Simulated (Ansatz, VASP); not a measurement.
**Au in VASP and in Ansatz**

```
Au
1.0
     0.00000   -2.04550   -2.04550
     0.00000    2.04550   -2.04550
     4.09100    0.00000    0.00000
Au
2
Direct
  0.50000 0.50000 0.51222
  0.00000 0.00000 0.98778
```

Change from the starting cell: mode 6 (146.6 1/cm) frozen in, largest displacement +0.050 Å.

Alike in both runs: task single point; functional PBEsol; k mesh 16 × 16 × 12; occupations gaussian, width 0.15 eV; no spin polarisation.

```csv
,VASP,Ansatz
version,VASP 6.6.1,Ansatz 0.2.0
potentials or method,"VASP PAW PBE potentials, release 64 (Au), cutoff 520 eV","scalar-relativistic, plane waves, PAW"
valence electrons in the cell,22,38
```

```csv
,VASP,Ansatz,Ansatz less VASP
gap on the k mesh at the Fermi level (eV),none,none,-
pressure (GPa),-0.3,-0.1,+0.26
"traceless stress, the component that is largest in VASP (GPa)",-0.27,-0.27,+0.003
rms of the force components (eV/Å),0.452,0.454,+0.0019
```

VASP's potentials were made for PBE, not for PBEsol. Atom by atom the forces differ by 0.002 eV/Å (rms over components). A gap of «none» marks a metal or a gap that the smearing closes. VASP's potentials hold 22 valence electrons a cell and Ansatz's 38, so a difference there can come from the potentials and not from the codes.

Neither program's run includes spin-orbit coupling.
